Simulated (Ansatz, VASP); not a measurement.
One calculation of Al2Pt, two programs

```
CELL_PARAMETERS angstrom
4.24842 0.00000 0.00570
-2.12421 3.67925 0.00000
2.12876 1.22904 3.40791
ATOMIC_POSITIONS crystal
Al 0.49749 0.74875 0.75467
Al 0.50251 0.25125 0.24533
Pt 0.00000 0.00000 0.00000
```

Alike in both runs: task single point; functional PBE; k mesh 9 × 9 × 10; occupations gaussian, width 0.1 eV; no spin polarisation.

|  | VASP | Ansatz |
| --- | --- | --- |
| version | VASP 6.6.1 | Ansatz 0.2.0 |
| potentials or method | VASP PAW PBE potentials, release 64 (Al, Pt), cutoff 520 eV | scalar-relativistic, plane waves, PAW |
| valence electrons in the cell | 16 | 24 |

Ansatz gave:

* gap on the k mesh at the Fermi level (eV): none
* pressure (GPa): -1.6
* traceless stress, the component that is largest in VASP (GPa): 1.59

Question: Which values does VASP return?

Answer: gap on the k mesh at the Fermi level (eV): none; pressure (GPa): -1.7; traceless stress, the component that is largest in VASP (GPa): 1.59.

A gap of «none» marks a metal or a gap that the smearing closes. With one functional, cell and mesh, what is left measures potentials, basis and numerics. VASP's potentials hold 16 valence electrons a cell and Ansatz's 24, so a difference there can come from the potentials and not from the codes.

Spin-orbit coupling is off throughout.
